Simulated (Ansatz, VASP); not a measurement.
**One calculation of Fe, two programs**

File INCAR:

```
SYSTEM = Fe
  PREC = Accurate
  ENCUT = 520
  EDIFF = 1E-6
  ISMEAR = -1
  SIGMA = 0.05
  LREAL = .FALSE.
  LASPH = .TRUE.
  NELM = 150
  ALGO = Normal
  ISIF = 2
  LWAVE = .FALSE.
  LCHARG = .TRUE.
  ISPIN = 2
  MAGMOM = 3
  LORBIT = 11
  LMAXMIX = 4
  GGA = PE
  LELF = .TRUE.
  LVHAR = .TRUE.
  NBANDS = 14
```

KPOINTS

```
Automatic mesh
0
G
  13 13 13
  0 0 0
```

The input POSCAR:

```
Fe
1.0
   -1.4430000000      1.4430000000      1.4430000000
    1.4430000000     -1.4430000000      1.4430000000
    1.4430000000      1.4430000000     -1.4430000000
Fe
1
Direct
    0.0000000000      0.0000000000      0.0000000000
```

input.yaml

```yaml
crystal:
  lattice:
    - [-1.443, 1.443, 1.443]
    - [1.443, -1.443, 1.443]
    - [1.443, 1.443, -1.443]
  atoms:
    - { symbol: Fe, position: [0.0, 0.0, 0.0], spin: 3.0 }
hamiltonian:
  xc: pbe
  pseudopotentials: { kind: paw }
magnetization:
  spin_polarized: true
kpoints:
  mp_grid: { grid: [13, 13, 13] }
  band_path:
    path:
      - [[0.0, 0.0, 0.0], [0.5, -0.5, 0.5], [0.0, 0.0, 0.5], [0.0, 0.0, 0.0], [0.25, 0.25, 0.25], [0.5, -0.5, 0.5]]
      - [[0.25, 0.25, 0.25], [0.0, 0.0, 0.5]]
    npoints: 14
scf:
  occupations: { method: fermi_dirac, width: 0.05 }
  n_extra_bands: 6
output:
  forces: true
  stress: true
  eigenvalues: true
  fatbands: true
```

Alike in both runs: functional PBE; k mesh 13 × 13 × 13; occupations fermi-dirac, width 0.05 eV; collinear spin.

|  | VASP | Ansatz |
| --- | --- | --- |
| version | VASP 6.6.1 | Ansatz 0.2.0 |
| potentials or method | VASP PAW PBE potentials, release 64 (Fe) | Ansatz PAW |
| plane-wave cutoff (eV) | 520 | 420 |
| valence electrons in the cell | 8 | 16 |
| task | single point | band structure |

Ansatz gave:

| Item | Value |
| --- | --- |
| gap on the k mesh at the Fermi level (eV) | none |
| pressure (GPa) | -9.5 |
| net moment per atom (μB) | 2.25 |
| size of the moment on the site where the two differ most (μB) | 2.31 |

Problem. What did VASP give for the same quantities?

Solution. gap on the k mesh at the Fermi level (eV): none; pressure (GPa): -9.1; net moment per atom (μB): 2.29; size of the moment on the site where the two differ most (μB): 2.29.

Site moments also hang on the region over which each program counts them. A gap of «none» marks a metal or a gap that the smearing closes. VASP's potentials hold 8 valence electrons a cell and Ansatz's 16, so a difference there can come from the potentials and not from the codes.
